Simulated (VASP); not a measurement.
Input of a VASP 6.6.1 run:

INCAR

```
PREC     = Accurate       # precision mode
ENCUT    = 500            # plane-wave cutoff, eV
EDIFF    = 1E-6           # SCF threshold, eV
ISMEAR   = 0              # smearing method
SIGMA    = 0.1            # smearing width, eV
LREAL    = F              # projectors in reciprocal space
LASPH    = T              # aspherical terms in the spheres
NELM     = 120            # most SCF steps
ALGO     = Normal         # electronic algorithm
ISIF     = 2              # what is computed and relaxed
LWAVE    = F              # write WAVECAR
LCHARG   = T              # write CHGCAR
GGA      = PE             # functional
LELF     = T              # ELF
LVHAR    = T            
NBANDS   = 23             # bands
GGA_COMPAT= F
```

The input KPOINTS:

```
Automatic mesh
0
Gamma
  7 7 7
```

Contents of POSCAR:

```
RbBr3
1.0
   -2.2585671000      2.2585671000      6.4370042300
    2.2585671000     -2.2585671000      6.4370042300
    2.2585671000      2.2585671000     -6.4370042300
Rb Br
1 3
Direct
    0.0000000000      0.0000000000      0.0000000000
    0.7500000000      0.2500000000      0.5000000000
    0.2500000000      0.7500000000      0.5000000000
    0.5000000000      0.5000000000      0.0000000000
```

Potentials or basis: VASP PAW PBE potentials, release 64 (Rb_sv, Br).

Command:

```console
$ cat potpaw_PBE.64/Rb_sv/POTCAR potpaw_PBE.64/Br/POTCAR > POTCAR
$ mpirun -np 1 vasp_std > vasp.out
```

(1) What does it give for the pressure?

(2) Predict the band gap on the k mesh.

Answers

(1) 0.7 GPa.

(2) zero (bands 15 and 16 overlap by 0.76 eV).
